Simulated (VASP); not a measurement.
Here is a VASP 6.6.1 calculation.

The input INCAR:

```
SYSTEM = KI
PREC = Accurate ; ENCUT = 520
EDIFF = 1E-6 ; ISMEAR = -4
SIGMA = 0.1 ; LREAL = .FALSE.
LASPH = .TRUE. ; NELM = 80
ALGO = Normal ; ISIF = 2
LWAVE = .FALSE. ; LCHARG = .FALSE.
GGA = PE ; IVDW = 12
NBANDS = 15
```

The input KPOINTS:

```
regular mesh
0
G
  4 4 4
  0 0 0
```

File POSCAR:

```
KI
1.0
    0.0000000000      3.5424356157      3.5424356157
    3.5424356157      0.0000000000      3.5424356157
    3.5424356157      3.5424356157      0.0000000000
K I
1 1
Direct
    0.0000000000      0.0000000000      0.0000000000
    0.5000000000      0.5000000000      0.5000000000
```

Potentials or basis: VASP PAW PBE potentials, release 64 (K_sv, I).

Command:

```console
$ cat potpaw_PBE.64/K_sv/POTCAR potpaw_PBE.64/I/POTCAR > POTCAR
$ mpirun -np 1 vasp_std > vasp.out
```

Problem. What does it give for the pressure?

Solution. -0.4 GPa.

Problem. Predict the band gap on the k mesh.

Solution. 3.94 eV, direct.

Problem. Predict the dispersion energy per atom.

Solution. -0.225 eV.

Caveat: spin-orbit coupling is left out, which moves the levels of the heavy elements. Expect the measured gap to be larger: semilocal functionals such as PBE lack the derivative discontinuity.
